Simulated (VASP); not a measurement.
# BaZrO3 in VASP: further runs

Runs on BaZrO3. Level: LDA. Tasks: single point.

Program: VASP 6.6.1. These are calculated values, not measurements. Logs are shortened: lines on timing, memory, paths and dates and some standing lists are left out, and cuts for length are marked.

## 1. The cell of the first run

It takes space group Pm-3m (No. 221, cubic). The conventional cell has a = 4.147 Å, b = 4.147 Å, c = 4.147 Å, α = 90.00°, β = 90.00°, γ = 90.00°. Ba (site symmetry m-3m) has 12 O at 2.93 Å and 8 Zr at 3.59 Å within 3.9 Å. Within 2.7 Å of Zr (site symmetry m-3m) lie 6 O at 2.07 Å. O (site symmetry 4/mmm) has 2 Zr at 2.07 Å within 2.7 Å.

## 2. Single point, LDA

INCAR

```
SYSTEM = BaZrO3
ALGO = Normal ; EDIFF = 1E-6
ENCUT = 910 ; GGA = CA
GGA_COMPAT = .FALSE. ; ISIF = 2
ISMEAR = -1 ; LASPH = .TRUE.
LCHARG = .FALSE. ; LREAL = .FALSE.
LWAVE = .FALSE. ; NBANDS = 28
NELM = 120 ; PREC = Accurate
SIGMA = 0.05
```

KPOINTS

```
k-points
0
G
  8 8 8
  0 0 0
```

POSCAR

```
BaZrO3
1.0
    4.1473627051      0.0000000000      0.0000000000
    0.0000000000      4.1473627051      0.0000000000
    0.0000000000      0.0000000000      4.1473627051
Ba Zr O
1 1 3
Direct
    0.0000000000      0.0000000000      0.0000000000
    0.5000000000      0.5000000000      0.5000000000
    0.0000000000      0.5000000000      0.5000000000
    0.5000000000      0.0000000000      0.5000000000
    0.5000000000      0.5000000000      0.0000000000
```

Potentials or basis: VASP PAW LDA potentials, release 64 (Ba_sv, Zr_sv, O_h).

Started as:

```
$ cat potpaw_LDA.64/Ba_sv/POTCAR potpaw_LDA.64/Zr_sv/POTCAR potpaw_LDA.64/O_h/POTCAR > POTCAR
$ mpirun -np 1 vasp_std > vasp.out
```

OUTCAR:

```text
SYSTEM = BaZrO3
   EDIFF = 1E-6
   ENCUT = 910
   GGA = CA
   ISIF = 2
   ISMEAR = -1
   LASPH = .TRUE.
   LREAL = .FALSE.
   NELM = 120
   PREC = Accurate

 ion  position               nearest neighbor table
   1  0.000  0.000  0.000-   3 2.93   4 2.93   5 2.93   3 2.93   4 2.93   3 2.93   5 2.93   3 2.93
                             4 2.93   5 2.93   4 2.93   5 2.93   2 3.59   2 3.59   2 3.59   2 3.59
   2  0.500  0.500  0.500-   3 2.07   4 2.07   5 2.07   5 2.07   4 2.07   3 2.07   1 3.59   1 3.59
                             1 3.59   1 3.59   1 3.59   1 3.59   1 3.59   1 3.59
   3  0.000  0.500  0.500-   2 2.07   2 2.07   1 2.93   1 2.93   1 2.93   1 2.93
   4  0.500  0.000  0.500-   2 2.07   2 2.07   1 2.93   1 2.93   1 2.93   1 2.93
   5  0.500  0.500  0.000-   2 2.07   2 2.07   1 2.93   1 2.93   1 2.93   1 2.93

  LATTYP: Found a simple cubic cell.
 ALAT       =     4.1473627051

  Lattice vectors:

 A1 = (   4.1473627051,   0.0000000000,   0.0000000000)
 A2 = (   0.0000000000,   4.1473627051,   0.0000000000)
 A3 = (   0.0000000000,   0.0000000000,   4.1473627051)

Analysis of symmetry for initial positions (statically):
=====================================================================
 Subroutine PRICEL returns:
 Original cell was already a primitive cell.

 Routine SETGRP: Setting up the symmetry group for a
 simple cubic supercell.

 Subroutine GETGRP returns: Found 48 space group operations
 (whereof 48 operations were pure point group operations)
 out of a pool of 48 trial point group operations.

The static configuration has the point symmetry O_h .

Analysis of symmetry for dynamics (positions and initial velocities):
=====================================================================
 Subroutine PRICEL returns:
 Original cell was already a primitive cell.

 Routine SETGRP: Setting up the symmetry group for a
 simple cubic supercell.

 Subroutine GETGRP returns: Found 48 space group operations
 (whereof 48 operations were pure point group operations)
 out of a pool of 48 trial point group operations.

The dynamic configuration has the point symmetry O_h .

 Subroutine INISYM returns: Found 48 space group operations
 (whereof 48 operations are pure point group operations),
 and found     1 'primitive' translations

----------------------------------------------------------------------------------------

                                     Primitive cell

  volume of cell :      71.3372

  direct lattice vectors                    reciprocal lattice vectors
     4.147362705  0.000000000  0.000000000     0.241117084  0.000000000  0.000000000
     0.000000000  4.147362705  0.000000000     0.000000000  0.241117084  0.000000000
     0.000000000  0.000000000  4.147362705     0.000000000  0.000000000  0.241117084

  length of vectors
     4.147362705  4.147362705  4.147362705     0.241117084  0.241117084  0.241117084

  position of ions in fractional coordinates (direct lattice)
     0.000000000  0.000000000  0.000000000
     0.500000000  0.500000000  0.500000000
     0.000000000  0.500000000  0.500000000
     0.500000000  0.000000000  0.500000000
     0.500000000  0.500000000  0.000000000

  ion indices of the primitive-cell ions
   primitive index   ion index
                 1           1
                 2           2
                 3           3
                 4           4
                 5           5

----------------------------------------------------------------------------------------

 KPOINTS: k-points

Automatic generation of k-mesh.
 Grid dimensions read from file:
 generate k-points for:    8    8    8

 Generating k-lattice:

  Cartesian coordinates                     Fractional coordinates (reciprocal lattice)
     0.030139635  0.000000000  0.000000000     0.125000000  0.000000000  0.000000000
     0.000000000  0.030139635  0.000000000     0.000000000  0.125000000  0.000000000
     0.000000000  0.000000000  0.030139635     0.000000000  0.000000000  0.125000000

  Length of vectors
     0.030139635  0.030139635  0.030139635

  Shift w.r.t. Gamma in fractional coordinates (k-lattice)
     0.000000000  0.000000000  0.000000000

 Subroutine IBZKPT returns following result:
 ===========================================

 Found     35 irreducible k-points:

 Following reciprocal coordinates:
            Coordinates               Weight
  0.000000  0.000000  0.000000      1.000000
  0.125000  0.000000  0.000000      6.000000
  0.250000  0.000000  0.000000      6.000000
  0.375000  0.000000  0.000000      6.000000
  0.500000  0.000000  0.000000      3.000000
  0.125000  0.125000  0.000000     12.000000
[... 16 lines left out ...]
  0.375000  0.375000  0.125000     24.000000
  0.500000  0.375000  0.125000     24.000000
 [... further k-points ...]
   k-points           NKPTS =     35   k-points in BZ     NKDIM =     35   number of bands    NBANDS=     28
   number of dos      NEDOS =    301   number of ions     NIONS =      5
[... 67 lines left out ...]
 cond. band min:       7.1650863868   @ k =   0.0000   0.0000   0.0000
 fundamental gap:      3.1378826544
 Fermi energy:         5.2301723823

 k-point     1 :       0.0000    0.0000    0.0000
  band No.  band energies     occupation
      1     -42.4361      2.00000
      2     -21.0125      2.00000
      3     -20.8209      2.00000
      4     -20.8209      2.00000
      5     -20.8209      2.00000
      6     -12.0795      2.00000
[... 20 lines left out ...]
     27      11.8683      0.00000
     28      11.8683      0.00000

 k-point     2 :       0.1250    0.0000    0.0000
  band No.  band energies     occupation
      1     -42.4355      2.00000
      2     -21.0605      2.00000
      3     -20.8196      2.00000
      4     -20.8196      2.00000
      5     -20.8054      2.00000
      6     -12.0813      2.00000
[... 20 lines left out ...]
     27      11.8699      0.00000
     28      12.4041      0.00000

 k-point     3 :       0.2500    0.0000    0.0000
  band No.  band energies     occupation
      1     -42.4341      2.00000
      2     -21.1661      2.00000
      3     -20.8165      2.00000
      4     -20.8165      2.00000
      5     -20.7750      2.00000
      6     -12.1664      2.00000
[... 20 lines left out ...]
     27      11.8717      0.00000
     28      12.0619      0.00000

 k-point     4 :       0.3750    0.0000    0.0000
  band No.  band energies     occupation
      1     -42.4326      2.00000
      2     -21.2639      2.00000
      3     -20.8134      2.00000
      4     -20.8134      2.00000
      5     -20.7479      2.00000
      6     -12.2705      2.00000
[... 20 lines left out ...]
     27      11.8681      0.00000
     28      12.4897      0.00000

 k-point     5 :       0.5000    0.0000    0.0000
  band No.  band energies     occupation
      1     -42.4320      2.00000
      2     -21.3028      2.00000
      3     -20.8121      2.00000
      4     -20.8121      2.00000
      5     -20.7371      2.00000
      6     -12.3144      2.00000
[... 20 lines left out ...]
     27      11.8633      0.00000
     28      12.7282      0.00000

 k-point     6 :       0.1250    0.1250    0.0000
  band No.  band energies     occupation
      1     -42.4349      2.00000
      2     -21.0818      2.00000
      3     -20.8641      2.00000
      4     -20.8184      2.00000
      5     -20.7720      2.00000
      6     -12.0534      2.00000
[... 463 lines left out ...]
      5     -20.7824      2.00000
      6     -11.8971      2.00000
[... 20 lines left out ...]
     27      12.2128      0.00000
     28      12.8802      0.00000

 k-point    22 :       0.5000    0.2500    0.1250
  band No.  band energies     occupation
      1     -42.4294      2.00000
      2     -21.2078      2.00000
      3     -20.9602      2.00000
      4     -20.8526      2.00000
      5     -20.8052      2.00000
      6     -11.9068      2.00000
[... 20 lines left out ...]
     27      12.4555      0.00000
     28      12.6870      0.00000

 k-point    23 :       0.3750    0.3750    0.1250
  band No.  band energies     occupation
      1     -42.4286      2.00000
      2     -21.1312      2.00000
      3     -21.0609      2.00000
      4     -20.8579      2.00000
      5     -20.8258      2.00000
      6     -11.8222      2.00000
[... 20 lines left out ...]
     27      12.3546      0.00000
     28      13.1483      0.00000

 k-point    24 :       0.5000    0.3750    0.1250
  band No.  band energies     occupation
      1     -42.4280      2.00000
      2     -21.1389      2.00000
      3     -21.0600      2.00000
      4     -20.8591      2.00000
      5     -20.8496      2.00000
      6     -11.8024      2.00000
[... 20 lines left out ...]
     27      12.6828      0.00000
     28      13.3515      0.00000

 [... further k-points ...]

------------------------ aborting loop because EDIFF is reached ----------------------------------------

  FORCE on cell =-STRESS in cart. coord.  units (eV):
  Direction    XX          YY          ZZ          XY          YZ          ZX
  --------------------------------------------------------------------------------------
  -------------------------------------------------------------------------------------
  Total        0.5505551      0.5505551      0.5505551      0.0000000      0.0000000      0.0000000
  in kB       12.3650336     12.3650336     12.3650336      0.0000000      0.0000000      0.0000000
  external PRESSURE =      12.3650336 kB  Pullay stress =       0.0000000 kB

 VOLUME and BASIS-vectors are now :
 -----------------------------------------------------------------------------
  energy-cutoff  :      910.00
  volume of cell :       71.34
      direct lattice vectors                 reciprocal lattice vectors
     4.147362705  0.000000000  0.000000000     0.241117084  0.000000000  0.000000000
     0.000000000  4.147362705  0.000000000     0.000000000  0.241117084  0.000000000
     0.000000000  0.000000000  4.147362705     0.000000000  0.000000000  0.241117084

 POSITION                                       TOTAL-FORCE (eV/Angst)
 -----------------------------------------------------------------------------------
      0.00000      0.00000      0.00000         0.000000      0.000000      0.000000
      2.07368      2.07368      2.07368         0.000000      0.000000      0.000000
      0.00000      2.07368      2.07368         0.000000      0.000000      0.000000
      2.07368      0.00000      2.07368         0.000000      0.000000      0.000000
      2.07368      2.07368      0.00000         0.000000      0.000000      0.000000
 -----------------------------------------------------------------------------------
    total drift:                                0.000000     -0.000000     -0.000000

  FREE ENERGIE OF THE ION-ELECTRON SYSTEM (eV)
  ---------------------------------------------------
  free  energy   TOTEN  =       -45.7615004693 eV

  energy  without entropy=      -45.7615004693  energy(sigma->0) =      -45.76150047
```

It took 3.2 min on 1 thread of Intel Xeon Platinum 8488C (Sapphire Rapids), shared host; peak memory 0.32 GiB.

Results:

```yaml
Free_energy: -45.7615 eV
Pressure: 1.2 GPa
Band_gap_on_the_k_mesh: 3.14 eV (least direct gap 3.31 eV)
```

Caveat: the cutoff is under 1.25 times the usual one of these potentials, so pressure, stress and relaxed cells hold a basis-set (Pulay) error; spin-orbit coupling is left out, which moves the levels of the heavy elements. A k mesh can miss the band edges.

## 3. Single point, LDA (in-plane strain -0.01, then relaxed in part)

INCAR

```
SYSTEM = BaZrO3
PREC = Accurate
ENCUT = 520
EDIFF = 1E-7
ISMEAR = 0
SIGMA = 0.01
LREAL = .False.
LASPH = .True.
NELM = 60
ALGO = Normal
ISIF = 2
LWAVE = .False.
LCHARG = .False.
GGA = CA
NBANDS = 28
```

KPOINTS

```
regular mesh
0
Gamma
  4 4 4
  0 0 0
```

POSCAR: that of step 2 with these lines changed.

```diff
@@ -2,5 +2,5 @@
 1.0
-    4.1473627051      0.0000000000      0.0000000000
-    0.0000000000      4.1473627051      0.0000000000
-    0.0000000000      0.0000000000      4.1473627051
+    4.1058890780      0.0000000000      0.0000000000
+    0.0000000000      4.1058890780      0.0000000000
+    0.0000000000      0.0000000000      4.1689452194
 Ba Zr O
```

Potentials or basis: VASP PAW LDA potentials, release 64 (Ba_sv, Zr_sv, O).

Started as:

```
$ cat potpaw_LDA.64/Ba_sv/POTCAR potpaw_LDA.64/Zr_sv/POTCAR potpaw_LDA.64/O/POTCAR > POTCAR
$ mpirun -np 1 vasp_std > vasp.out
```

It took 19 s on 1 thread of AMD EPYC 9R45 (Zen 5), shared host; peak memory 0.14 GiB.

It converged, with:

```yaml
Free_energy: -45.6970 eV
Pressure: 4.4 GPa
Band_gap_on_the_k_mesh: 3.11 eV (least direct gap 3.27 eV)
```

Stress tensor (GPa, compression positive):
```
5.85 0.00 0.00
0.00 5.85 0.00
0.00 0.00 1.55
```

Levels at points of the mesh, in eV from the valence-band top:
```
           k point  band 17  band 18  band 19  band 20  band 21  band 22  band 23  band 24
(0.00, 0.00, 0.00)    -1.07    -0.21    -0.16    -0.16     3.11     3.11     3.18     4.48
(0.50, 0.00, 0.00)    -1.90    -1.87    -0.42    -0.37     3.62     5.99     6.01     6.55
(0.50, 0.50, 0.00)    -0.87    -0.87    -0.73    -0.08     5.95     5.95     6.70     6.74
(0.00, 0.00, 0.50)    -1.74    -1.74    -0.37    -0.37     3.65     5.81     5.81     6.36
(0.50, 0.00, 0.50)    -0.98    -0.98    -0.65    -0.12     5.79     5.96     6.57     6.74
(0.50, 0.50, 0.50)    -2.55    -0.03    -0.03     0.00     6.04     6.04     6.14     7.31
```

Caveat: the cell differs from its parent crystal (in-plane strain -0.01, then relaxed in part); the cell stands under pressure; spin-orbit coupling is left out, which moves the levels of the heavy elements.

## 4. Single point, LDA (in-plane strain -0.01)

INCAR

```
SYSTEM = BaZrO3
PREC = Accurate
ENCUT = 520
EDIFF = 1E-7
ISMEAR = 0
SIGMA = 0.01
LREAL = .FALSE.
LASPH = .TRUE.
NELM = 60
ALGO = Normal
ISIF = 2
LWAVE = .FALSE.
LCHARG = .FALSE.
NBANDS = 28
```

KPOINTS

```
Automatic mesh
0
G
  4 4 4
  0 0 0
```

POSCAR: that of step 3 with these lines changed.

```diff
@@ -4,3 +4,3 @@
     0.0000000000      4.1058890780      0.0000000000
-    0.0000000000      0.0000000000      4.1689452194
+    0.0000000000      0.0000000000      4.1722468813
 Ba Zr O
```

Started as:

```
$ cat potpaw_LDA.64/Ba_sv/POTCAR potpaw_LDA.64/Zr_sv/POTCAR potpaw_LDA.64/O/POTCAR > POTCAR
$ mpirun -np 1 vasp_std > vasp.out
```

Run time: 20 s. Hardware: 1 thread of AMD EPYC 9R45 (Zen 5), shared host; peak memory 0.14 GiB.

Results (log left out):

* Free energy: -45.6976 eV
* Pressure: 4.3 GPa
* Band gap on the k mesh: 3.11 eV (least direct gap 3.27 eV)

Stress tensor (GPa, compression positive):
```
5.78 0.00 0.00
0.00 5.78 0.00
0.00 0.00 1.27
```

Levels at points of the mesh, in eV from the valence-band top:
```
           k point  band 16  band 17  band 18  band 19  band 20  band 21  band 22  band 23  band 24  band 25
(0.00, 0.00, 0.00)    -1.07    -1.07    -0.21    -0.16    -0.16     3.11     3.11     3.18     4.47     4.62
(0.50, 0.00, 0.00)    -1.91    -1.90    -1.87    -0.43    -0.37     3.62     5.99     6.01     6.54     6.83
(0.50, 0.50, 0.00)    -2.71    -0.87    -0.87    -0.74    -0.08     5.94     5.94     6.70     6.74     8.06
(0.00, 0.00, 0.50)    -1.88    -1.74    -1.74    -0.37    -0.37     3.65     5.80     5.80     6.35     6.74
(0.50, 0.00, 0.50)    -2.55    -0.99    -0.98    -0.65    -0.12     5.78     5.96     6.57     6.74     7.92
(0.50, 0.50, 0.50)    -2.55    -2.55    -0.03    -0.03     0.00     6.03     6.03     6.14     7.30     7.30
```

Caveat: the cell differs from its parent crystal (in-plane strain -0.01); the cell stands under pressure; spin-orbit coupling is left out, which moves the levels of the heavy elements.

## 5. Single point, LDA

INCAR

```
SYSTEM = BaZrO3
ALGO = Normal ; EDIFF = 1E-6
ENCUT = 520 ; GGA = CA
ISIF = 2 ; ISMEAR = -1
LASPH = .TRUE. ; LCHARG = .FALSE.
LREAL = .FALSE. ; LWAVE = .FALSE.
NBANDS = 28 ; NELM = 100
PREC = Accurate ; SIGMA = 0.05
```

KPOINTS

```
k-points
0
G
  8 8 8
  0 0 0
```

POSCAR: that of step 4 with these lines changed.

```diff
@@ -2,5 +2,5 @@
 1.0
-    4.1058890780      0.0000000000      0.0000000000
-    0.0000000000      4.1058890780      0.0000000000
-    0.0000000000      0.0000000000      4.1722468813
+    4.1473627051      0.0000000000      0.0000000000
+    0.0000000000      4.1473627051      0.0000000000
+    0.0000000000      0.0000000000      4.1473627051
 Ba Zr O
```

Started as:

```
$ cat potpaw_LDA.64/Ba_sv/POTCAR potpaw_LDA.64/Zr_sv/POTCAR potpaw_LDA.64/O/POTCAR > POTCAR
$ mpirun -np 1 vasp_std > vasp.out
```

Wall time 36 s (1 thread of AMD EPYC 9R45 (Zen 5), shared host); peak memory 0.16 GiB.

Results (log left out):

| Item | Value |
| --- | --- |
| Free energy | -45.7380 eV |
| Pressure | 1.5 GPa |
| Band gap on the k mesh | 3.13 eV (least direct gap 3.31 eV) |

Levels at points of the mesh, in eV from the valence-band top:
```
           k point  band 18  band 19  band 20  band 21  band 22  band 23
(0.00, 0.00, 0.00)    -0.18    -0.18    -0.18     3.13     3.13     3.13
(0.50, 0.00, 0.00)    -1.81    -0.40    -0.40     3.62     5.86     5.86
(0.50, 0.50, 0.00)    -0.93    -0.70    -0.08     5.83     5.83     6.57
(0.50, 0.50, 0.50)     0.00     0.00     0.00     6.03     6.03     6.03
```

Caveat: spin-orbit coupling is left out, which moves the levels of the heavy elements.

## 6. Summary

```csv
potentials or basis,cell,k mesh,cutoff (eV),smearing,gap on the mesh (eV),pressure (GPa)
"VASP PAW LDA potentials, release 64 (Ba_sv, Zr_sv, O_h)","a = 4.147 Å, 5 atoms",8 × 8 × 8,910,fermi-dirac 0.05 eV,3.14,1.2
"VASP PAW LDA potentials, release 64 (Ba_sv, Zr_sv, O)","a = 4.106, b = 4.106, c = 4.169 Å, 5 atoms",4 × 4 × 4,520,gaussian 0.01 eV,3.11,4.4
"VASP PAW LDA potentials, release 64 (Ba_sv, Zr_sv, O)","a = 4.106, b = 4.106, c = 4.172 Å, 5 atoms",4 × 4 × 4,520,gaussian 0.01 eV,3.11,4.3
"VASP PAW LDA potentials, release 64 (Ba_sv, Zr_sv, O)","a = 4.147 Å, 5 atoms",8 × 8 × 8,520,fermi-dirac 0.05 eV,3.13,1.5
```

Alike in all rows: task single point; level LDA; no spin polarisation.

Caveats: spin-orbit coupling is left out, which moves the levels of the heavy elements; the cell stands under pressure (at least some runs); the cutoff is under 1.25 times the usual one of these potentials, so pressure, stress and relaxed cells hold a basis-set (Pulay) error (at least some runs).

Total energies depend on the potentials used, so only differences within one code and one set of settings carry meaning.
